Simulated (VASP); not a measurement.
Runs of VASP 6.6.1 on SiC3. The structure is that of space group P-6m2 (No. 187), or close to it. The cells are those of the table. 

```csv
task,spin,cell,k mesh,cutoff (eV),gap on the mesh (eV),pressure (GPa),moment (μB),relaxed volume (Å³/atom),largest force (eV/Å)
single point,"collinear, ferromagnetic start","a = 2.708, b = 2.708, c = 4.772 Å, angles 90.0, 90.0, 120.0°, 4 atoms",6 × 6 × 4,520,none,0.1,0.00,-,0.01
single point,off,"a = 2.684, b = 2.684, c = 4.866 Å, angles 90.0, 90.0, 120.0°, 4 atoms",18 × 18 × 10,520,none,0.1,-,-,-
relaxation of cell and atoms,off,"relaxed from a = 2.696, b = 2.696, c = 8.520 Å, angles 90.0, 90.0, 120.0°, 4 atoms",6 × 6 × 2,600,none,0.3,-,(a),0.04
relaxation of cell and atoms,off,"relaxed from a = 2.708, b = 2.708, c = 4.772 Å, angles 90.0, 90.0, 120.0°, 4 atoms",18 × 18 × 10,600,none,0.0,-,7.59,-
single point,"collinear, ferromagnetic start","a = 2.696, b = 2.696, c = 8.520 Å, angles 90.0, 90.0, 120.0°, 4 atoms",6 × 6 × 2,520,none,-24.0,0.00,-,0.11
single point,off,"a = 2.729, b = 2.729, c = 4.698 Å, angles 90.0, 90.0, 120.0°, 4 atoms",6 × 6 × 2,520,none,0.0,-,-,0.01
relaxation of cell and atoms,off,"relaxed from a = 2.729, b = 2.729, c = 4.698 Å, angles 90.0, 90.0, 120.0°, 4 atoms",6 × 6 × 4,600,none,0.0,-,(b),0.02
single point,off,"a = 2.708, b = 2.708, c = 4.772 Å, angles 90.0, 90.0, 120.0°, 4 atoms",6 × 6 × 4,520,none,0.1,-,-,0.01
```

Alike in all rows: level PBE; potentials or basis VASP PAW PBE potentials, release 64 (Si, C); smearing gaussian 0.1 eV.

Estimate the missing entries.

(a) 7.56; (b) 7.57.

Caveats: some runs use coarse meshes; the volume moved by over 15 % at a fixed basis, so the end points are rough (some runs).

A gap of «none» marks levels without a gap at the run's occupations.
